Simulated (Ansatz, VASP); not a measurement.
## Two plane-wave programs on Ti2C

```
Ti C
1.0
     0.00000    4.27457    4.27457
     4.27457    0.00000    4.27457
     4.27457    4.27457    0.00000
Ti C
8 4
Direct
  0.85727 0.38091 0.38091
  0.38091 0.38091 0.38091
  0.38091 0.38091 0.85727
  0.86909 0.39273 0.86909
  0.86909 0.86909 0.86909
  0.39273 0.86909 0.86909
  0.86909 0.86909 0.39273
  0.38091 0.85727 0.38091
  0.62500 0.62500 0.62500
  0.12500 0.62500 0.62500
  0.62500 0.62500 0.12500
  0.62500 0.12500 0.62500
```

Alike in both runs: functional PBEsol; k mesh 8 × 8 × 8; occupations gaussian, width 0.1 eV; no spin polarisation.

Ansatz relaxed the structure, and its values are those at the end. VASP's run is a single point on that final structure, the one shown.

|  | VASP | Ansatz |
| --- | --- | --- |
| version | VASP 6.6.1 | Ansatz 0.2.0 |
| potentials or method | VASP PAW PBE potentials, release 64 (Ti_sv, C), cutoff 520 eV | scalar-relativistic, plane waves, PAW |
| valence electrons in the cell | 112 | 112 |

```csv
,VASP,Ansatz,Ansatz less VASP
gap on the k mesh at the Fermi level (eV),none,none,-
pressure (GPa),0.1,0.0,-0.14
rms of the force components (eV/Å),0.011,0.001,-0.0098
```

VASP's potentials were made for PBE, not for PBEsol. A gap of «none» marks a metal or a gap that the smearing closes.
